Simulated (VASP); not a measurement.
# Mg4O in VASP: single point with PBEsol

Aim: the single point of Mg4O with PBEsol.

Program: VASP 6.6.1. These are calculated values, not measurements. Logs are shortened: lines on timing, memory, paths and dates and some standing lists are left out, and cuts for length are marked.

## (1) The cell of the first run

The cell holds a slab with vacuum, 5 atoms: a = 3.188 Å, b = 5.108 Å, c = 19.136 Å, α = 90.00°, β = 90.00°, γ = 90.00°.

## (2) Single point, PBEsol

INCAR

```
SYSTEM = Mg4O
  ALGO = Normal
  DIPOL = 0.5 0.5 0.333
  EDIFF = 1E-6
  ENCUT = 520
  GGA = PS
  IDIPOL = 3
  ISIF = 2
  ISMEAR = 0
  LASPH = .True.
  LCHARG = .False.
  LDIPOL = .True.
  LREAL = .False.
  LWAVE = .False.
  NBANDS = 15
  NELM = 80
  PREC = Accurate
  SIGMA = 0.1
```

KPOINTS

```
k-points
0
Gamma
  8 5 1
  0 0 0
```

POSCAR

```
Mg4O
1.0
    3.1881999939      0.0000000000      0.0000000000
    0.0000000000      5.1084658709      0.0000000000
    0.0000000000      0.0000000000     19.1358427726
Mg O
4 1
Direct
    0.0000000000      0.7500000000      0.2090318178
    0.5000000000      0.2500000000      0.2571276385
    0.5000000000      0.7500000000      0.3576109084
    0.0000000000      0.2500000000      0.3990335238
    0.3750000000      0.6250000000      0.4411352810
```

Potentials or basis: VASP PAW PBE potentials, release 64 (Mg, O).

Started as:

```sh
$ cat potpaw_PBE.64/Mg/POTCAR potpaw_PBE.64/O/POTCAR > POTCAR
$ mpirun -np 1 vasp_std > vasp.out
```

OUTCAR:

```text
SYSTEM = Mg4O
   EDIFF = 1E-6
   ENCUT = 520
   GGA = PS
   ISIF = 2
   ISMEAR = 0
   LASPH = .True.
   LREAL = .False.
   NELM = 80
   PREC = Accurate

 ion  position               nearest neighbor table
   1  0.000  0.750  0.209-   2 3.15   2 3.15   2 3.15   2 3.15   3 3.26   3 3.26
   2  0.500  0.250  0.257-   1 3.15   1 3.15   1 3.15   1 3.15   4 3.15   4 3.15   3 3.20   3 3.20

   3  0.500  0.750  0.358-   5 1.77   4 3.11   4 3.11   4 3.11   4 3.11   2 3.20   2 3.20   1 3.26
                             1 3.26
   4  0.000  0.250  0.399-   5 2.40   3 3.11   3 3.11   3 3.11   3 3.11   2 3.15   2 3.15
   5  0.375  0.625  0.441-   3 1.77   4 2.40

  LATTYP: Found a simple orthorhombic cell.
 ALAT       =     3.1881999939
 B/A-ratio  =     1.6023040840
 C/A-ratio  =     6.0020835610

  Lattice vectors:

 A1 = (   3.1881999939,   0.0000000000,   0.0000000000)
 A2 = (   0.0000000000,   5.1084658709,   0.0000000000)
 A3 = (   0.0000000000,   0.0000000000,  19.1358427726)

Analysis of symmetry for initial positions (statically):
=====================================================================
 Subroutine PRICEL returns:
 Original cell was already a primitive cell.

 Routine SETGRP: Setting up the symmetry group for a
 simple orthorhombic supercell.

 Subroutine GETGRP returns: Found  1 space group operations
 (whereof  1 operations were pure point group operations)
 out of a pool of  8 trial point group operations.

The static configuration has the point symmetry C_1 .

Analysis of symmetry for dynamics (positions and initial velocities):
=====================================================================
 Subroutine PRICEL returns:
 Original cell was already a primitive cell.

 Routine SETGRP: Setting up the symmetry group for a
 simple orthorhombic supercell.

 Subroutine GETGRP returns: Found  1 space group operations
 (whereof  1 operations were pure point group operations)
 out of a pool of  8 trial point group operations.

The dynamic configuration has the point symmetry C_1 .

 Subroutine INISYM returns: Found  1 space group operations
 (whereof  1 operations are pure point group operations),
 and found     1 'primitive' translations

----------------------------------------------------------------------------------------

                                     Primitive cell

  volume of cell :     311.6619

  direct lattice vectors                    reciprocal lattice vectors
     3.188199994  0.000000000  0.000000000     0.313656609  0.000000000  0.000000000
     0.000000000  5.108465871  0.000000000     0.000000000  0.195753486  0.000000000
[... 111 lines left out ...]
   LORBIT       =      0    0 simple, 1 ext, 2 COOP (PROOUT), +10 PAW based schemes
   GGA     = PS    functional components
   LHFCALC =     F    Hartree Fock is set to
   AEXX    =    0.0000 exact exchange contribution
   IVDW    =     0    specifies the selected vdW correction
   LEPSILON=     F    determine dielectric tensor
   LRPA    =     F    only Hartree local field effects (RPA)
 non-spin polarized calculation
 Gauss-broadening in eV      SIGMA  =   0.10
  energy-cutoff  :      520.00
  volume of cell :      311.66
 maximum number of plane-waves:      8432
 NGX is ok and might be reduce to    24
   NGX = 11   NGY = 19   NGZ = 71

 number of electron      13.9999997 magnetization

 dipolmoment           0.000000      0.000000      0.215722 electrons x Angstroem

 Free energy of the ion-electron system (eV)
  ---------------------------------------------------
  ext. energy  EPLUGINS =         0.00000000
  ---------------------------------------------------
  free energy    TOTEN  =       -12.42863493 eV

  energy without entropy =      -12.41370009  energy(sigma->0) =      -12.42116751

 E-fermi :  -2.5439     XC(G=0):  -3.5539

 val. band max:       -2.5681085878   @ k =   0.3750   0.2000   0.0000
 cond. band min:      -2.4562682733   @ k =   0.3750   0.4000   0.0000
 fundamental gap:      0.1118403145
 Fermi energy:        -2.5438910217

 k-point     1 :       0.0000    0.0000    0.0000
  band No.  band energies     occupation
      1     -18.5356      2.00000
      2      -8.4942      2.00000
      3      -6.0016      2.00000
      4      -4.9393      2.00000
      5      -4.1923      2.00000
      6      -3.0890      2.00000
      7      -2.9851      2.00000
      8      -2.6689      1.92285
      9      -2.1602      0.00000
     10      -0.3623      0.00000
     11       0.1737      0.00000
     12       0.7922      0.00000
     13       1.4548      0.00000
     14       2.8134      0.00000
[... 347 lines left out ...]
      2      -5.1854      2.00000
      3      -4.8917      2.00000
      4      -4.3472      2.00000
      5      -3.8583      2.00000
      6      -3.5660      2.00000
      7      -2.8202      1.99991
      8      -2.6127      1.66976
      9      -1.2533      0.00000
     10      -0.9022      0.00000
     11      -0.0652      0.00000
     12       0.3088      0.00000
     13       1.6851      0.00000
     14       2.0840      0.00000
     15       2.8979      0.00000

------------------------ aborting loop because EDIFF is reached ----------------------------------------

 vacuum level on the upper side and lower side of the slab       (xc-potential included)         0.984        -1.327

  FORCE on cell =-STRESS in cart. coord.  units (eV):
  Direction    XX          YY          ZZ          XY          YZ          ZX
  --------------------------------------------------------------------------------------
  -------------------------------------------------------------------------------------
  Total       -0.4160940     -4.4737880      1.0251944      0.0698405     -2.2283620     -1.3957395
  in kB       -2.1390375    -22.9986493      5.2702738      0.3590331    -11.4554639     -7.1751553
  external PRESSURE =      -6.6224710 kB  Pullay stress =       0.0000000 kB

 VOLUME and BASIS-vectors are now :
 -----------------------------------------------------------------------------
  energy-cutoff  :      520.00
  volume of cell :      311.66
      direct lattice vectors                 reciprocal lattice vectors
     3.188199994  0.000000000  0.000000000     0.313656609  0.000000000  0.000000000
     0.000000000  5.108465871  0.000000000     0.000000000  0.195753486  0.000000000
     0.000000000  0.000000000 19.135842773     0.000000000  0.000000000  0.052257954

 POSITION                                       TOTAL-FORCE (eV/Angst)
 -----------------------------------------------------------------------------------
      0.00000      3.83135      4.00000        -0.000651     -0.042263      0.130294
      1.59410      1.27712      4.92035         0.016291     -0.042005     -0.123932
      1.59410      3.83135      6.84319         0.678892      0.634451     -1.402819
      0.00000      1.27712      7.63584         0.318148      1.924596      1.320272
      1.19557      3.19279      8.44150        -1.012680     -2.474780      0.076185
 -----------------------------------------------------------------------------------
    total drift:                               -0.000208      0.000031      0.000030

  FREE ENERGIE OF THE ION-ELECTRON SYSTEM (eV)
  ---------------------------------------------------
  free  energy   TOTEN  =       -12.4286349267 eV

  energy  without entropy=      -12.4137000879  energy(sigma->0) =      -12.42116751

 vacuum level on the upper side and lower side of the slab         3.384         1.001
```

stdout:

```text
POSCAR found type information on POSCAR MgO
 POSCAR found :  2 types and       5 ions
 scaLAPACK will be used
 -----------------------------------------------------------------------------
|                                                                             |
|                                                                             |
|     You enforced a specific xc type in the INCAR file but a different       |
|     I HOPE YOU KNOW WHAT YOU ARE DOING!                                     |
|                                                                             |
 -----------------------------------------------------------------------------

 LDA part: xc-table for (Slater+PW92), standard interpolation
 POSCAR, INCAR and KPOINTS ok, starting setup
 FFT: planning ... GRIDC
 FFT: planning ... GRID_SOFT
 FFT: planning ... GRID
 WAVECAR not read
 entering main loop
```

Wall time 2.2 min (1 thread of Intel Xeon Platinum 8259CL at 2.50GHz (Skylake/Cascade Lake), shared host); peak memory 0.38 GiB.

Results:

```
Free energy            : -12.4286 eV
Largest force          : 2.675 eV/Å
Band gap on the k mesh : zero (band 7 reaches -2.25 eV, above the bottom of band 8 at -2.79 eV)
```

Forces in eV/Å, atoms in the order of the input:
```
Mg  -0.001 -0.042  0.130
Mg   0.016 -0.042 -0.124
Mg   0.679  0.634 -1.403
Mg   0.318  1.925  1.320
O   -1.013 -2.475  0.076
```

Caveat: the PAW data sets were made with another functional, which shifts forces and pressure a little.
